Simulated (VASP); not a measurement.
Runs of VASP 6.6.1 on Rb. It takes space group I4/mmm (No. 139, tetragonal). The conventional cell has a = 5.909 Å, b = 5.909 Å, c = 5.462 Å, α = 90.00°, β = 90.00°, γ = 90.00°. 

```csv
level,potentials or basis,cutoff (eV),smearing,gap on the mesh (eV),pressure (GPa)
LDA,"VASP PAW LDA potentials, release 64 (Rb_sv)",500,tetrahedron,none,-0.5
PBE,"VASP PAW PBE potentials, release 64 (Rb_sv)",520,gaussian 0.1 eV,none,-0.1
PBE,"VASP PAW PBE potentials, release 64 (Rb_sv)",520,gaussian 0.05 eV,none,-0.1
PBEsol,"VASP PAW PBE potentials, release 64 (Rb_sv)",520,tetrahedron,none,(a)
RPBE,"VASP PAW PBE potentials, release 64 (Rb_sv)",520,gaussian 0.1 eV,none,0.1
```

Alike in all rows: task single point; no spin polarisation; cell as given; k mesh 7 × 7 × 7.

Task: Estimate the missing entries.

Result: (a) -0.2.

Caveats: tetrahedron occupations give inexact forces and stress in metals (some runs); the PAW data sets were made with another functional, which shifts forces and pressure a little (some runs).

A k mesh can miss the band edges, and the runs leave out spin-orbit coupling on Rb.

A gap of «none» marks levels without a gap at the run's occupations.
